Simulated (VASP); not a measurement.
Wanted: the native input for a VASP 6.6.1 run.

```
Task                   : relaxation of shape and atoms at fixed volume
Functional             : PBE
Potentials or basis    : VASP PAW PBE potentials, release 64 (Si, W_sv)
Cutoff                 : 500 eV
k mesh                 : 18 × 18 × 18
Occupations            : gaussian, width 0.1 eV
Spin                   : no spin polarisation
Dipole correction      : no
Further INCAR settings : ALGO = Normal; EDIFF = 1e-07; IBRION = 2; EDIFFG = -0.01; NSW = 50; ISIF = 4
```

The structure of Si2W lies in POSCAR:

```
Si2W
1.0
   -1.6473025118      1.6473025118      4.0053077475
    1.6473025118     -1.6473025118      4.0053077475
    1.6473025118      1.6473025118     -4.0053077475
Si W
2 1
Direct
    0.3350590761      0.3350590761      0.0000000000
    0.6649409239      0.6649409239      0.0000000000
    0.0000000000      0.0000000000      0.0000000000
```

The input as run:

INCAR

```
ALGO = Normal
EDIFF = 1E-7
EDIFFG = -0.01
ENCUT = 500
GGA = PE
GGA_COMPAT = False
IBRION = 2
ISIF = 4
ISMEAR = 0
LASPH = True
LCHARG = False
LREAL = False
LWAVE = False
NELM = 120
NELMIN = 4
NSW = 50
PREC = Accurate
SIGMA = 0.1
```

KPOINTS

```
k-points
0
Gamma
  18 18 18
```

Potentials or basis: VASP PAW PBE potentials, release 64 (Si, W_sv).

Launch:

```console
$ cat potpaw_PBE.64/Si/POTCAR potpaw_PBE.64/W_sv/POTCAR > POTCAR
$ mpirun -np 1 vasp_std > vasp.out
```

Results of the run:

```json
{"Energy gained by relaxing": "0.1 meV/atom", "Ionic steps": "4", "Pressure after relaxing": "-11.1 GPa", "Band gap on the k mesh": "zero (bands 11 and 12 overlap by 1.11 eV)"}
```

Caveat: spin-orbit coupling is left out, which moves the levels of the heavy elements.

Wall time 24 min on 1 thread of Oxide Virtual Turin-like Processor (shared host), peak memory 0.41 GiB.
